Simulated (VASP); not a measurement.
Runs of VASP 6.6.1 on Rh. The structure is that of space group I4/mmm (No. 139), or close to it. The cells are those of the table. 

```tsv
cell	further INCAR settings	gap on the mesh (eV)	pressure (GPa)
a = 2.690, b = 2.690, c = 2.756 Å, angles 59.2, 59.2, 61.6°, 1 atom	ALGO = Fast; EDIFF = 1e-07; NBANDS = 14	none	-16.0
a = 2.725, b = 2.725, c = 2.824 Å, angles 58.8, 58.8, 62.4°, 1 atom	ALGO = Fast; EDIFF = 1e-06; NBANDS = 14	none	(a)
a = 2.693, b = 2.693, c = 2.824 Å, angles 58.4, 58.4, 63.2°, 1 atom	ALGO = Fast; EDIFF = 1e-06; NBANDS = 14	none	-19.7
a = 2.657, b = 2.657, c = 2.756 Å, angles 58.8, 58.8, 62.5°, 1 atom	ALGO = Fast; EDIFF = 1e-06; NBANDS = 14	none	-9.0
a = 2.757, b = 2.757, c = 2.824 Å, angles 59.2, 59.2, 61.6°, 1 atom	ALGO = Fast; EDIFF = 1e-06; NBANDS = 14	none	(b)
```

Alike in all rows: task single point; level LDA; potentials or basis VASP PAW LDA potentials, release 64 (Rh_pv); no spin polarisation; k mesh 22 × 22 × 22; cutoff (eV) 520; smearing gaussian 0.15 eV.

Task: Fill in the values left out.

Result: (a) -25.1; (b) -29.8.

A k mesh can miss the band edges, and the runs leave out spin-orbit coupling on Rh.

A gap of «none» marks levels without a gap at the run's occupations.
